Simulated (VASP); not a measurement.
# Ni: single point with RPBE

Ni:

```
Ni
1.0
     2.43790    0.00000    0.00000
    -1.21895    2.11129    0.00000
     0.00000    0.00000    4.00743
Ni
2
Direct
  0.33333 0.66667 0.25000
  0.66667 0.33333 0.75000
```

This cell differs from its parent crystal: volume scaled by 0.92.

| Item | Value |
| --- | --- |
| Program | VASP 6.6.1 |
| Task | single point |
| Functional | RPBE |
| Potentials or basis | VASP PAW PBE potentials, release 64 (Ni) |
| Cutoff | 520 eV |
| k mesh | 16 × 16 × 9 |
| Occupations | fermi-dirac, width 0.1 eV |
| Spin | no spin polarisation |

- Pressure: 18.6 GPa
- Band gap on the k mesh: zero (band 10 reaches 10.26 eV, above the bottom of band 11 at 9.73 eV)

Levels at points of the mesh, in eV from the Fermi level:
```
           k point  band 8  band 9  band 10  band 11  band 12  band 13
(0.00, 0.00, 0.00)   -1.21   -1.21    -0.36    -0.18    -0.18     6.35
(0.50, 0.00, 0.00)   -0.04    0.02     0.09     1.64     3.60     9.88
```

Run time: 20 s on 1 thread of AMD EPYC 9R45 96-Core Processor (Zen 5) (shared host), peak memory 0.13 GiB.

Caveat: the PAW data sets were made with another functional, which shifts forces and pressure a little; the run has no spin polarisation, though such a crystal can be magnetic. Spin polarisation is off, so any magnetic state and its effect on volume and gap are missing.
